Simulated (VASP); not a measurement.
# S (Fd-3m) in VASP: electric field gradients with PBE

Aim: the electric field gradients of S with PBE.

All numbers are computed with VASP 6.6.1; they aren't measurements. Logs are shortened: lines on timing, memory, paths and dates and some standing lists are left out, and cuts for length are marked.

### Step 1. The cell of the first run

It takes space group Fd-3m (No. 227, cubic). The conventional cell has a = 5.540 Å, b = 5.540 Å, c = 5.540 Å, α = 90.00°, β = 90.00°, γ = 90.00°. S (site symmetry -43m) has 4 S at 2.40 Å within 3.2 Å.

### Step 2. Electric field gradients, PBE

INCAR reads:

```
  PREC = Accurate
  ENCUT = 520
  EDIFF = 1E-8
  ISMEAR = -1
  SIGMA = 0.05
  LREAL = F
  LASPH = T
  NELM = 60
  ALGO = Normal
  ISIF = 2
  LWAVE = F
  LCHARG = F
  GGA = PE
  LEFG = T
  ISYM = 0
  NBANDS = 13
```

KPOINTS reads:

```
Automatic mesh
0
Gamma
  9 9 9
  0.5 0.5 0.5
```

POSCAR reads:

```
S
1.0
    0.0000000000      2.7698291284      2.7698291284
    2.7698291284      0.0000000000      2.7698291284
    2.7698291284      2.7698291284      0.0000000000
S
2
Direct
   -0.1250000000     -0.1250000000     -0.1250000000
    0.1250000000      0.1250000000      0.1250000000
```

Potentials or basis: VASP PAW PBE potentials, release 64 (S).

Launch:

```sh
> cat potpaw_PBE.64/S/POTCAR > POTCAR
> mpirun -np 1 vasp_std > vasp.out
```

OUTCAR:

```text
PREC = Accurate
   ENCUT = 520
   EDIFF = 1E-8
   ISMEAR = -1
   LREAL = F
   LASPH = T
   NELM = 60
   ISIF = 2
   GGA = PE
   ISYM = 0

 ion  position               nearest neighbor table
   1  0.875  0.875  0.875-   2 2.40   2 2.40   2 2.40   2 2.40
   2  0.125  0.125  0.125-   1 2.40   1 2.40   1 2.40   1 2.40

IMPORTANT INFORMATION: All symmetrisations will be switched off!
NOSYMM: (Re-)initialisation of all symmetry stuff for point group C_1.

----------------------------------------------------------------------------------------

                                     Primitive cell

  volume of cell :      42.5000

  direct lattice vectors                    reciprocal lattice vectors
     0.000000000  2.769829128  2.769829128    -0.180516551  0.180516551  0.180516551
     2.769829128  0.000000000  2.769829128     0.180516551 -0.180516551  0.180516551
     2.769829128  2.769829128  0.000000000     0.180516551  0.180516551 -0.180516551

  length of vectors
     3.917129919  3.917129919  3.917129919     0.312663837  0.312663837  0.312663837

  position of ions in fractional coordinates (direct lattice)
     0.875000000  0.875000000  0.875000000
     0.125000000  0.125000000  0.125000000

  ion indices of the primitive-cell ions
   primitive index   ion index
                 1           1
                 2           2

----------------------------------------------------------------------------------------

 KPOINTS: Automatic mesh

Automatic generation of k-mesh.
 Grid dimensions read from file:
 generate k-points for:    9    9    9

 Generating k-lattice:

  Cartesian coordinates                     Fractional coordinates (reciprocal lattice)
    -0.020057395  0.020057395  0.020057395     0.111111111  0.000000000  0.000000000
     0.020057395 -0.020057395  0.020057395     0.000000000  0.111111111  0.000000000
     0.020057395  0.020057395 -0.020057395     0.000000000  0.000000000  0.111111111

  Length of vectors
     0.034740426  0.034740426  0.034740426

  Shift w.r.t. Gamma in fractional coordinates (k-lattice)
     0.500000000  0.500000000  0.500000000

 Subroutine IBZKPT returns following result:
 ===========================================

 Found   1460 irreducible k-points:

[... 94 lines left out ...]

 val. band max:        4.8668489149   @ k =   0.3889  -0.2222  -0.1111
 cond. band min:       4.8955417842   @ k =  -0.1667  -0.3333  -0.2222
 fundamental gap:      0.0286928693
 Fermi energy:         4.8931089327

 k-point     1 :       0.0556    0.0556    0.0556
  band No.  band energies     occupation
      1     -11.8870      2.00000
      2      -3.7719      2.00000
      3       0.4781      2.00000
      4       0.4781      2.00000
      5       0.5599      2.00000
      6       3.7901      2.00000
      7       3.7901      2.00000
      8       3.7939      2.00000
      9      10.6883      0.00000
     10      12.3503      0.00000
     11      12.3503      0.00000
     12      15.4274      0.00000
     13      15.7211      0.00000
[... 354 lines left out ...]
  band No.  band energies     occupation
      1     -11.3639      2.00000
      2      -5.4762      2.00000
      3      -0.2862      2.00000
      4       0.1043      2.00000
      5       0.8912      2.00000
      6       4.3955      1.99990
      7       4.5274      1.99867
      8       5.2068      0.00376
      9      11.5623      0.00000
     10      12.0154      0.00000
     11      12.2215      0.00000
     12      15.1868      0.00000
     13      17.1911      0.00000

 [... further k-points ...]

------------------------ aborting loop because EDIFF is reached ----------------------------------------

  FORCE on cell =-STRESS in cart. coord.  units (eV):
  Direction    XX          YY          ZZ          XY          YZ          ZX
  --------------------------------------------------------------------------------------
  -------------------------------------------------------------------------------------
  Total        1.9155174      1.9155174      1.9155174     -0.0000022     -0.0000022     -0.0000023
  in kB       72.2117316     72.2117317     72.2117320     -0.0000843     -0.0000839     -0.0000855
  external PRESSURE =      72.2117318 kB  Pullay stress =       0.0000000 kB

 VOLUME and BASIS-vectors are now :
 -----------------------------------------------------------------------------
  energy-cutoff  :      520.00
  volume of cell :       42.50
      direct lattice vectors                 reciprocal lattice vectors
     0.000000000  2.769829128  2.769829128    -0.180516551  0.180516551  0.180516551
     2.769829128  0.000000000  2.769829128     0.180516551 -0.180516551  0.180516551
     2.769829128  2.769829128  0.000000000     0.180516551  0.180516551 -0.180516551

 POSITION                                       TOTAL-FORCE (eV/Angst)
 -----------------------------------------------------------------------------------
      4.84720      4.84720      4.84720         0.000000      0.000000      0.000000
      0.69246      0.69246      0.69246        -0.000000     -0.000000     -0.000000
 -----------------------------------------------------------------------------------
    total drift:                               -0.000000     -0.000000      0.000000

  FREE ENERGIE OF THE ION-ELECTRON SYSTEM (eV)
  ---------------------------------------------------
  free  energy   TOTEN  =        -6.1304609231 eV

  energy  without entropy=       -6.1137959915  energy(sigma->0) =       -6.12212846

 Electric field gradients (V/A^2)
---------------------------------------------------------------------
 ion       V_xx      V_yy      V_zz      V_xy      V_xz      V_yz
---------------------------------------------------------------------
   1       0.000    -0.000    -0.000    -0.000    -0.000    -0.000
   2      -0.000     0.000    -0.000    -0.000    -0.000    -0.000
---------------------------------------------------------------------

 Electric field gradients after diagonalization (V/A^2)
 (convention: |V_zz| > |V_xx| > |V_yy|)
----------------------------------------------------------------------
 ion       V_xx      V_yy      V_zz     asymmetry (V_yy - V_xx)/ V_zz
----------------------------------------------------------------------
   1       0.000     0.000    -0.001       0.001
   2       0.000     0.000    -0.001       0.000
----------------------------------------------------------------------

           NMR quadrupolar parameters

 Cq : quadrupolar parameter    Cq=e*Q*V_zz/h
 eta: asymmetry parameters     (V_yy - V_xx)/ V_zz
 Q  : nuclear electric quadrupole moment in mb (millibarn)
----------------------------------------------------------------------
 ion       Cq(MHz)       eta       Q (mb)
----------------------------------------------------------------------
   1      -0.000       0.001       1.000
   2      -0.000       0.000       1.000
----------------------------------------------------------------------
```

OSZICAR:

```text
N       E                     dE             d eps       ncg     rms          rms(c)
DAV:   1     0.454097473810E+02    0.45410E+02   -0.52695E+03 37960   0.789E+02
DAV:   2    -0.351502689387E+01   -0.48925E+02   -0.46105E+02 53657   0.135E+02
DAV:   3    -0.610990657582E+01   -0.25949E+01   -0.25631E+01 49395   0.320E+01
DAV:   4    -0.613786973092E+01   -0.27963E-01   -0.27949E-01 46994   0.401E+00
DAV:   5    -0.613834411139E+01   -0.47438E-03   -0.47436E-03 50467   0.515E-01    0.186E+01
DAV:   6    -0.613287451448E+01    0.54696E-02   -0.23369E-03 47440   0.327E-01    0.112E+01
DAV:   7    -0.613037612772E+01    0.24984E-02   -0.48307E-03 47505   0.467E-01    0.530E-02
DAV:   8    -0.613043264802E+01   -0.56520E-04   -0.30375E-04 47625   0.115E-01    0.299E-02
DAV:   9    -0.613045706547E+01   -0.24417E-04   -0.31273E-05 47315   0.373E-02    0.107E-02
DAV:  10    -0.613045968672E+01   -0.26213E-05   -0.18924E-06 49425   0.854E-03    0.512E-03
DAV:  11    -0.613046094924E+01   -0.12625E-05   -0.15805E-06 45090   0.750E-03    0.117E-03
DAV:  12    -0.613046087360E+01    0.75636E-07   -0.92213E-08 49955   0.193E-03    0.133E-03
DAV:  13    -0.613046091890E+01   -0.45299E-07   -0.61343E-09 34720   0.451E-04    0.122E-04
DAV:  14    -0.613046092311E+01   -0.42091E-08   -0.50051E-10 28595   0.159E-04
   1 F= -.61304609E+01 E0= -.61221285E+01  d E =-.166649E-01
```

stdout:

```text
POSCAR found type information on POSCAR S
 POSCAR found :  1 types and       2 ions
 scaLAPACK will be used
 LDA part: xc-table for (Slater+PW92), standard interpolation
 POSCAR, INCAR and KPOINTS ok, starting setup
 FFT: planning ... GRIDC
 FFT: planning ... GRID_SOFT
 FFT: planning ... GRID
 WAVECAR not read
 entering main loop
ion   1

ion   2
```

It took 10 min on 1 thread of Intel Xeon Platinum 8375C at 2.90GHz (Ice Lake), shared host; peak memory 0.66 GiB.

What came out:

* Free energy: -6.1305 eV
* Pressure: 7.2 GPa
* Band gap on the k mesh: zero (band 6 reaches 5.31 eV, above the bottom of band 7 at 3.79 eV)

Caveat: without QUAD_EFG the Cq values of the log hold for a quadrupole moment of 1 mb, not for the nuclei.
